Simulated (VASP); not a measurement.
# Ru (P6_3/mmc) in VASP: notebook

Ru is run at these levels: PBE+D4, PBE; tasks: single point.

All numbers are computed with VASP 6.6.1; they aren't measurements. Logs are shortened: lines on timing, memory, paths and dates and some standing lists are left out, and cuts for length are marked.

**1. The cell of the first run**

The structure is hexagonal, space group P6_3/mmc (No. 194). The conventional cell has a = 2.674 Å, b = 2.674 Å, c = 4.230 Å, α = 90.00°, β = 90.00°, γ = 120.00°. Within 3.5 Å of Ru (site symmetry -6m2) lie 12 Ru at 2.62 to 2.67 Å.

**2. Single point, PBE+D4**

INCAR

```
ALGO = Normal
EDIFF = 1E-6
ENCUT = 500
GGA = PE
GGA_COMPAT = F
ISIF = 2
ISMEAR = -1
IVDW = 13
LASPH = T
LCHARG = F
LREAL = F
LWAVE = F
NBANDS = 21
NELM = 120
PREC = Accurate
SIGMA = 0.15
```

KPOINTS

```
k-points
0
Gamma
  18 18 10
```

POSCAR

```
Ru
1.0
    2.6739630167      0.0000000000      0.0000000000
   -1.3369815084      2.3157199012      0.0000000000
    0.0000000000      0.0000000000      4.2303420288
Ru
2
Direct
    0.3333333333      0.6666666667      0.2500000000
    0.6666666667      0.3333333333      0.7500000000
```

Potentials or basis: VASP PAW PBE potentials, release 64 (Ru_pv).

Launch:

```console
$ cat potpaw_PBE.64/Ru_pv/POTCAR > POTCAR
$ mpirun -np 1 vasp_std > vasp.out
```

OUTCAR:

```text
EDIFF = 1E-6
   ENCUT = 500
   GGA = PE
   ISIF = 2
   ISMEAR = -1
   IVDW = 13
   LASPH = T
   LREAL = F
   NELM = 120
   PREC = Accurate

 ion  position               nearest neighbor table
   1  0.333  0.667  0.250-   2 2.62   2 2.62   2 2.62   2 2.62   2 2.62   2 2.62
   2  0.667  0.333  0.750-   1 2.62   1 2.62   1 2.62   1 2.62   1 2.62   1 2.62

  LATTYP: Found a hexagonal cell.
 ALAT       =     2.6739630167
 C/A-ratio  =     1.5820495655

  Lattice vectors:

 A1 = (   2.6739630167,   0.0000000000,   0.0000000000)
 A2 = (  -1.3369815084,   2.3157199012,   0.0000000000)
 A3 = (   0.0000000000,   0.0000000000,   4.2303420288)

Analysis of symmetry for initial positions (statically):
=====================================================================
 Subroutine PRICEL returns:
 Original cell was already a primitive cell.

 Routine SETGRP: Setting up the symmetry group for a
 hexagonal supercell.

 Subroutine GETGRP returns: Found 24 space group operations
 (whereof 12 operations were pure point group operations)
 out of a pool of 24 trial point group operations.

The static configuration has the point symmetry D_3d.
 The point group associated with its full space group is D_6h.

Analysis of symmetry for dynamics (positions and initial velocities):
=====================================================================
 Subroutine PRICEL returns:
 Original cell was already a primitive cell.

 Routine SETGRP: Setting up the symmetry group for a
 hexagonal supercell.

 Subroutine GETGRP returns: Found 24 space group operations
 (whereof 12 operations were pure point group operations)
 out of a pool of 24 trial point group operations.

The dynamic configuration has the point symmetry D_3d.
 The point group associated with its full space group is D_6h.

 Subroutine INISYM returns: Found 24 space group operations
 (whereof 12 operations are pure point group operations),
 and found     1 'primitive' translations

----------------------------------------------------------------------------------------

                                     Primitive cell

  volume of cell :      26.1949

  direct lattice vectors                    reciprocal lattice vectors
     2.673963017  0.000000000  0.000000000     0.373976751  0.215915578  0.000000000
    -1.336981508  2.315719901  0.000000000     0.000000000  0.431831155  0.000000000
     0.000000000  0.000000000  4.230342029     0.000000000  0.000000000  0.236387506

  length of vectors
     2.673963017  2.673963017  4.230342029     0.431831155  0.431831155  0.236387506

  position of ions in fractional coordinates (direct lattice)
     0.333333333  0.666666667  0.250000000
     0.666666667  0.333333333  0.750000000

  ion indices of the primitive-cell ions
   primitive index   ion index
                 1           1
                 2           2

----------------------------------------------------------------------------------------

 KPOINTS: k-points

Automatic generation of k-mesh.
 Grid dimensions read from file:
 generate k-points for:   18   18   10

 Generating k-lattice:

  Cartesian coordinates                     Fractional coordinates (reciprocal lattice)
     0.020776486  0.011995310  0.000000000     0.055555556  0.000000000  0.000000000
     0.000000000  0.023990620  0.000000000     0.000000000  0.055555556  0.000000000
     0.000000000  0.000000000  0.023638751     0.000000000  0.000000000  0.100000000

  Length of vectors
     0.023990620  0.023990620  0.023638751

  Shift w.r.t. Gamma in fractional coordinates (k-lattice)
     0.000000000  0.000000000  0.000000000

 Subroutine IBZKPT returns following result:
 ===========================================

 Found    222 irreducible k-points:

 Following reciprocal coordinates:
            Coordinates               Weight
  0.000000  0.000000  0.000000      1.000000
  0.055556  0.000000  0.000000      6.000000
  0.111111  0.000000  0.000000      6.000000
  0.166667  0.000000  0.000000      6.000000
  0.222222  0.000000  0.000000      6.000000
  0.277778  0.000000  0.000000      6.000000
[... 16 lines left out ...]
  0.333333  0.111111  0.000000     12.000000
  0.388889  0.111111  0.000000     12.000000
 [... further k-points ...]
   k-points           NKPTS =    222   k-points in BZ     NKDIM =    222   number of bands    NBANDS=     21
   number of dos      NEDOS =    301   number of ions     NIONS =      2
   total plane-waves  NPLWV =  12800
   dimension x,y,z NGX =    20 NGY =   20 NGZ =   32
   dimension x,y,z NGXF=    40 NGYF=   40 NGZF=   64
   ions per type =               2
   NGX,Y,Z   is equivalent  to a cutoff of  12.43, 12.43, 12.58 a.u.
   NGXF,Y,Z  is equivalent  to a cutoff of  24.87, 24.87, 25.15 a.u.
 SYSTEM =  unknown system
   PREC   = accura    normal or accurate (medium, high low for compatibility)
   ISTART =      0    job   : 0-new  1-cont  2-samecut
   ICHARG =      2    charge: 1-file 2-atom 10-const
   ISPIN  =      1    spin polarized calculation?
   LNONCOLLINEAR =      F non collinear calculations
   LSORBIT =      F    spin-orbit coupling
   LASPH  =      T    aspherical Exc in radial PAW
   ENCUT  =  500.0 eV  36.75 Ry    6.06 a.u.   4.88  4.88  7.71*2*pi/ulx,y,z
   NELM   =    120;   NELMIN=  2; NELMDL= -5     # of ELM steps
   EDIFF  = 0.1E-05   stopping-criterion for ELM
   LREAL  =      F    real-space projection
   EDIFFG = 0.1E-04   stopping-criterion for IOM
   NSW    =      0    number of steps for IOM
   IBRION =     -1    ionic relax: 0-MD 1-quasi-New 2-CG
   NFREE  =      0    steps in history (QN), initial steepest desc. (CG)
   ISIF   =      2    stress and relaxation
   ISYM   =      2    0-nonsym 1-usesym 2-fastsym
   POTIM  = 0.5000    time-step for ionic-motion
   TEBEG  =    0.0;   TEEND  =   0.0 temperature during run
   PSTRESS=    0.0 pullay stress
   NELECT =      28.0000    total number of electrons
   NUPDOWN=      -1.0000    fix difference up-down
   EMIN   =  10.00;   EMAX   =-10.00  energy-range for DOS
   EFERMI =   0.00;   METHOD = LEGACY
   ISMEAR =    -1;   SIGMA  =   0.15  broadening in eV -4-tet -1-fermi 0-gaus
   EFERMI_NEDOS =   21; number of points for ismear=-14 and -15
   IALGO  =     38    algorithm
   IMIX   =      4    mixing-type and parameters
     AMIX     =   0.40;   BMIX     =  1.00
     AMIX_MAG =   1.60;   BMIX_MAG =  1.00
  volume/ion in A,a.u.               =      13.10        88.39
  Fermi-wavevector in a.u.,A,eV,Ry     =   1.673871  3.163157 38.121384  2.801843
  Thomas-Fermi vector in A             =   2.758766
   LORBIT       =      0    0 simple, 1 ext, 2 COOP (PROOUT), +10 PAW based schemes
   GGA     = PE    functional components
   LHFCALC =     F    Hartree Fock is set to
   AEXX    =    0.0000 exact exchange contribution
   IVDW    =    13    specifies the selected vdW correction
   LEPSILON=     F    determine dielectric tensor
   LRPA    =     F    only Hartree local field effects (RPA)
 non-spin polarized calculation
  energy-cutoff  :      500.00
  volume of cell :       26.19
 maximum number of plane-waves:       699
 NGX is ok and might be reduce to    20
   NGX =  9   NGY =  9   NGZ = 15

 number of electron      27.9999992 magnetization

 Free energy of the ion-electron system (eV)
  ---------------------------------------------------
  ext. energy  EPLUGINS =         0.00000000
  ---------------------------------------------------
  free energy    TOTEN  =       -18.45705893 eV

  energy without entropy =      -18.33908279  energy(sigma->0) =      -18.39807086

 E-fermi :  13.5240     XC(G=0): -14.3438

 val. band max:       13.5225187256   @ k =   0.4444   0.1111   0.5000
 cond. band min:      13.5247475369   @ k =   0.0000   0.0000   0.2000
 fundamental gap:      0.0022288113
 Fermi energy:        13.5239966225

 k-point     1 :       0.0000    0.0000    0.0000
  band No.  band energies     occupation
      1     -30.2812      2.00000
      2     -29.2302      2.00000
      3     -29.2302      2.00000
      4     -29.0399      2.00000
      5     -29.0399      2.00000
      6     -28.9940      2.00000
[... 13 lines left out ...]
     20      23.8946      0.00000
     21      24.2933      0.00000

 k-point     2 :       0.0556    0.0000    0.0000
  band No.  band energies     occupation
      1     -30.2693      2.00000
      2     -29.2558      2.00000
      3     -29.2389      2.00000
      4     -29.0666      2.00000
      5     -29.0433      2.00000
      6     -28.9995      2.00000
[... 13 lines left out ...]
     20      23.8946      0.00000
     21      24.2760      0.00000

 k-point     3 :       0.1111    0.0000    0.0000
  band No.  band energies     occupation
      1     -30.2344      2.00000
      2     -29.3292      2.00000
      3     -29.2633      2.00000
      4     -29.1426      2.00000
      5     -29.0534      2.00000
      6     -29.0159      2.00000
[... 13 lines left out ...]
     20      23.8946      0.00000
     21      24.2187      0.00000

 k-point     4 :       0.1667    0.0000    0.0000
  band No.  band energies     occupation
      1     -30.1786      2.00000
      2     -29.4418      2.00000
      3     -29.2997      2.00000
      4     -29.2569      2.00000
      5     -29.0699      2.00000
      6     -29.0434      2.00000
[... 13 lines left out ...]
     20      23.8946      0.00000
     21      24.1180      0.00000

 k-point     5 :       0.2222    0.0000    0.0000
  band No.  band energies     occupation
      1     -30.1052      2.00000
      2     -29.5799      2.00000
      3     -29.3935      2.00000
      4     -29.3431      2.00000
      5     -29.0911      2.00000
      6     -29.0819      2.00000
[... 13 lines left out ...]
     20      23.8946      0.00000
     21      23.9969      0.00000

 k-point     6 :       0.2778    0.0000    0.0000
  band No.  band energies     occupation
      1     -30.0193      2.00000
      2     -29.7266      2.00000
      3     -29.5350      2.00000
      4     -29.3879      2.00000
      5     -29.1306      2.00000
      6     -29.1146      2.00000
[... 13 lines left out ...]
     20      23.8945      0.00000
     21      23.9238      0.00000

 k-point     7 :       0.3333    0.0000    0.0000
  band No.  band energies     occupation
      1     -29.9272      2.00000
      2     -29.8641      2.00000
      3     -29.6645      2.00000
      4     -29.4290      2.00000
      5     -29.1876      2.00000
      6     -29.1373      2.00000
[... 13 lines left out ...]
     20      23.8943      0.00000
     21      23.8999      0.00000
[... 291 lines left out ...]
      1     -30.0749      2.00000
      2     -29.5884      2.00000
      3     -29.5083      2.00000
      4     -29.3112      2.00000
      5     -29.1323      2.00000
      6     -29.0986      2.00000
[... 13 lines left out ...]
     20      23.8946      0.00000
     21      23.9906      0.00000

 k-point    21 :       0.2222    0.1111    0.0000
  band No.  band energies     occupation
      1     -29.9910      2.00000
      2     -29.7206      2.00000
      3     -29.6093      2.00000
      4     -29.3801      2.00000
      5     -29.1653      2.00000
      6     -29.1474      2.00000
[... 13 lines left out ...]
     20      23.8945      0.00000
     21      23.9482      0.00000

 k-point    22 :       0.2778    0.1111    0.0000
  band No.  band energies     occupation
      1     -29.9006      2.00000
      2     -29.8488      2.00000
      3     -29.6976      2.00000
      4     -29.4456      2.00000
      5     -29.2048      2.00000
      6     -29.1949      2.00000
[... 13 lines left out ...]
     20      23.8942      0.00000
     21      23.9131      0.00000

 k-point    23 :       0.3333    0.1111    0.0000
  band No.  band energies     occupation
      1     -29.9534      2.00000
      2     -29.8123      2.00000
      3     -29.7682      2.00000
      4     -29.4984      2.00000
      5     -29.2660      2.00000
      6     -29.2187      2.00000
[... 13 lines left out ...]
     20      23.8944      0.00000
     21      24.6925      0.00000

 k-point    24 :       0.3889    0.1111    0.0000
  band No.  band energies     occupation
      1     -30.0213      2.00000
      2     -29.8142      2.00000
      3     -29.7407      2.00000
      4     -29.5323      2.00000
      5     -29.3199      2.00000
      6     -29.2341      2.00000
[... 13 lines left out ...]
     20      23.8940      0.00000
     21      25.0223      0.00000

 [... further k-points ...]

------------------------ aborting loop because EDIFF is reached ----------------------------------------

  DFT-D4 for vdW energy calculation

  Edisp (eV):   -1.08661

  FORCE on cell =-STRESS in cart. coord.  units (eV):
  Direction    XX          YY          ZZ          XY          YZ          ZX
  --------------------------------------------------------------------------------------
  -------------------------------------------------------------------------------------
  Total       1.91988     1.91988     1.91937    -0.00000     0.00000     0.00000
  in kB     117.42680   117.42680   117.39576    -0.00000     0.00000     0.00000
  external pressure =      117.42 kB  Pullay stress =        0.00 kB

 VOLUME and BASIS-vectors are now :
 -----------------------------------------------------------------------------
  energy-cutoff  :      500.00
  volume of cell :       26.19
      direct lattice vectors                 reciprocal lattice vectors
     2.673963017  0.000000000  0.000000000     0.373976751  0.215915578  0.000000000
    -1.336981508  2.315719901  0.000000000     0.000000000  0.431831155  0.000000000
     0.000000000  0.000000000  4.230342029     0.000000000  0.000000000  0.236387506

 POSITION                                       TOTAL-FORCE (eV/Angst)
 -----------------------------------------------------------------------------------
     -0.00000      1.54381      1.05759        -0.000000      0.000000      0.000000
      1.33698      0.77191      3.17276         0.000000     -0.000000      0.000000
 -----------------------------------------------------------------------------------
    total drift:                                0.000000     -0.000000      0.000000

  FREE ENERGIE OF THE ION-ELECTRON SYSTEM (eV)
  ---------------------------------------------------
  free  energy   TOTEN  =       -19.5436738916 eV

  energy  without entropy=      -19.4256977482  energy(sigma->0) =      -19.48468582
```

Wall time 53 s (1 thread of Intel Xeon Platinum 8488C (Sapphire Rapids), shared host); peak memory 0.2 GiB.

Results:

```yaml
Free_energy: -19.5437 eV
Pressure: 11.7 GPa
Band_gap_on_the_k_mesh: zero (band 14 reaches 15.07 eV, above the bottom of band 15 at 11.77 eV)
Dispersion_energy_per_atom: -0.543 eV
```

Caveat: pairwise dispersion overbinds metals, which lowers pressure and volume.

**3. Single point, PBE**

This run uses another cell than the first one, of 13.50 Å³/atom, 1.030 times its volume.

INCAR

```
SYSTEM = Ru
PREC = Accurate
ENCUT = 500
EDIFF = 1E-6
ISMEAR = -1
SIGMA = 0.15
LREAL = .False.
LASPH = .True.
NELM = 120
ALGO = Normal
ISIF = 2
LWAVE = .False.
LCHARG = .False.
GGA = PE
NBANDS = 21
GGA_COMPAT = .False.
```

KPOINTS

```
Automatic mesh
0
Gamma
  18 18 10
  0 0 0
```

POSCAR

```
Ru
1.0
    2.7019029697      0.0000000000      0.0000000000
   -1.3509514849      2.3399166103      0.0000000000
    0.0000000000      0.0000000000      4.2692465018
Ru
2
Direct
    0.3333333333      0.6666666667      0.2500000000
    0.6666666667      0.3333333333      0.7500000000
```

Potentials or basis: VASP PAW PBE potentials, release 64 (Ru_pv).

Launch:

```console
$ cat potpaw_PBE.64/Ru_pv/POTCAR > POTCAR
$ mpirun -np 1 vasp_std > vasp.out
```

OUTCAR:

```text
SYSTEM = Ru
   PREC = Accurate
   ENCUT = 500
   EDIFF = 1E-6
   ISMEAR = -1
   LREAL = .False.
   LASPH = .True.
   NELM = 120
   ISIF = 2
   GGA = PE

 ion  position               nearest neighbor table
   1  0.333  0.667  0.250-   2 2.64   2 2.64   2 2.64   2 2.64   2 2.64   2 2.64
   2  0.667  0.333  0.750-   1 2.64   1 2.64   1 2.64   1 2.64   1 2.64   1 2.64

  LATTYP: Found a hexagonal cell.
 ALAT       =     2.7019029697
 C/A-ratio  =     1.5800887558

  Lattice vectors:
[... 190 lines left out ...]
      1     -30.7196      2.00000
      2     -29.7666      2.00000
      3     -29.7666      2.00000
      4     -29.5919      2.00000
      5     -29.5919      2.00000
      6     -29.5494      2.00000
[... 565 lines left out ...]
     20      23.3712      0.00000
     21      24.1821      0.00000

 [... further k-points ...]
[... 5 lines left out ...]
  --------------------------------------------------------------------------------------
  -------------------------------------------------------------------------------------
  Total        1.1689617      1.1689617      1.1723335     -0.0000000      0.0000000     -0.0000000
  in kB       69.3888225     69.3888225     69.5889677     -0.0000000      0.0000000     -0.0000000
  external PRESSURE =      69.4555376 kB  Pullay stress =       0.0000000 kB

 VOLUME and BASIS-vectors are now :
 -----------------------------------------------------------------------------
  energy-cutoff  :      500.00
  volume of cell :       26.99
      direct lattice vectors                 reciprocal lattice vectors
     2.701902970  0.000000000  0.000000000     0.370109516  0.213682829  0.000000000
    -1.350951485  2.339916610  0.000000000     0.000000000  0.427365657  0.000000000
     0.000000000  0.000000000  4.269246502     0.000000000  0.000000000  0.234233371

 POSITION                                       TOTAL-FORCE (eV/Angst)
 -----------------------------------------------------------------------------------
     -0.00000      1.55994      1.06731        -0.000000     -0.000000      0.000000
      1.35095      0.77997      3.20193         0.000000      0.000000      0.000000
 -----------------------------------------------------------------------------------
    total drift:                               -0.000000      0.000000     -0.000000

  FREE ENERGIE OF THE ION-ELECTRON SYSTEM (eV)
  ---------------------------------------------------
  free  energy   TOTEN  =       -18.5186589917 eV

  energy  without entropy=      -18.3947703718  energy(sigma->0) =      -18.45671468
```

It took 46 s on 1 thread of Intel Xeon Platinum 8488C (Sapphire Rapids), shared host; peak memory 0.2 GiB.

Results:

| Quantity | Value |
| --- | --- |
| Free energy | -18.5187 eV |
| Pressure | 6.9 GPa |
| Band gap on the k mesh | zero (band 14 reaches 14.45 eV, above the bottom of band 15 at 11.29 eV) |
